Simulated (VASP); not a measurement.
A run of VASP 6.6.1 is set up as follows.

POSCAR

```
SiNi
1.0
    2.9470815497      0.0000000000      0.0000000000
    0.0000000000      3.2966223513      0.0000000000
    0.0000000000      0.0000000000      4.6615225491
Ni Si
2 2
Direct
    0.5000000000      0.5000000000      0.3431759547
    0.0000000000      0.0000000000      0.6568240453
    0.5000000000      0.5000000000      0.8431734547
    0.0000000000      0.0000000000      0.1568265453
```

The input INCAR.step1:

```
  ALGO = Normal
  EDIFF = 1E-4
  ENCUT = 520
  GGA = PE
  ISMEAR = -1
  ISPIN = 2
  LASPH = True
  LCHARG = False
  LMAXMIX = 4
  LREAL = False
  LWAVE = True
  MAGMOM = 1 1 0 0
  NBANDS = 26
  NELM = 150
  PREC = Accurate
  SIGMA = 0.05
```

INCAR.step2

```
  ALGO = Normal
  EDIFF = 1E-7
  ENCUT = 520
  ISIF = 2
  ISMEAR = -1
  ISPIN = 2
  ISTART = 1
  LASPH = True
  LCHARG = False
  LMAXMIX = 4
  LMIXTAU = True
  LORBIT = 11
  LREAL = False
  LWAVE = False
  MAGMOM = 1 1 0 0
  METAGGA = R2SCAN
  NBANDS = 26
  NELM = 150
  PREC = Accurate
  SIGMA = 0.05
```

File KPOINTS:

```
k-points
0
Gamma
  9 8 6
```

Potentials or basis: VASP PAW PBE potentials, release 64 (Ni, Si).

The run is started by

```sh
$ cat potpaw_PBE.64/Ni/POTCAR potpaw_PBE.64/Si/POTCAR > POTCAR
$ cp INCAR.step1 INCAR
$ mpirun -np 1 vasp_std > vasp.out
$ cp INCAR.step2 INCAR
$ mpirun -np 1 vasp_std > vasp.out
```

**Question.** Estimate the band gap on the k mesh.

**Answer.** Zero (filled and empty bands overlap).

**Question.** Predict the pressure.

**Answer.** 0.1 GPa.

**Question.** Predict the net moment.

**Answer.** 0.00 μB per cell.

**Question.** Estimate the largest force.

**Answer.** 0.009 eV/Å.

Forces on the atoms (eV/Å):
```
Ni   0.000  0.000  0.009
Ni   0.000  0.000 -0.009
Si   0.000  0.000 -0.009
Si   0.000  0.000  0.009
```

Caveat: the PAW data sets were made with another functional, which shifts forces and pressure a little.
